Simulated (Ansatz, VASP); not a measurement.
**One calculation of BN, two programs**

```
B N
1.0
     2.51218    0.00000    0.00000
    -1.25609    2.17561    0.00000
     0.00000    0.00000    8.34369
B N
2 2
Direct
  0.33333 0.66667 0.25000
  0.66667 0.33333 0.75000
  0.30657 0.73980 0.75000
  0.66667 0.33333 0.25000
```

Alike in both runs: task single point; functional PBE; k mesh 12 × 12 × 4; occupations gaussian, width 0.05 eV; no spin polarisation.

|  | VASP | Ansatz |
| --- | --- | --- |
| version | VASP 6.6.1 | Ansatz 0.2.0 |
| potentials or method | VASP PAW PBE potentials, release 64 (B, N), cutoff 520 eV | scalar-relativistic, plane waves, PAW |
| valence electrons in the cell | 16 | 16 |

Ansatz gave:

| Quantity | Value |
| --- | --- |
| gap on the k mesh at the Fermi level (eV) | 2.75 |
| least direct gap on the mesh (eV) | 3.28 |
| pressure (GPa) | 6.3 |
| traceless stress, the component that is largest in VASP (GPa) | 10.99 |
| rms of the force components (eV/Å) | 2.985 |

Question: What did VASP give for the same quantities?

Answer: gap on the k mesh at the Fermi level (eV): 2.75; least direct gap on the mesh (eV): 3.28; pressure (GPa): 6.3; traceless stress, the component that is largest in VASP (GPa): 11.02; rms of the force components (eV/Å): 2.978.

Atom by atom the forces differ by 0.008 eV/Å (rms over components). The functional is the same, so the differences come from potentials, cutoffs and numerics.
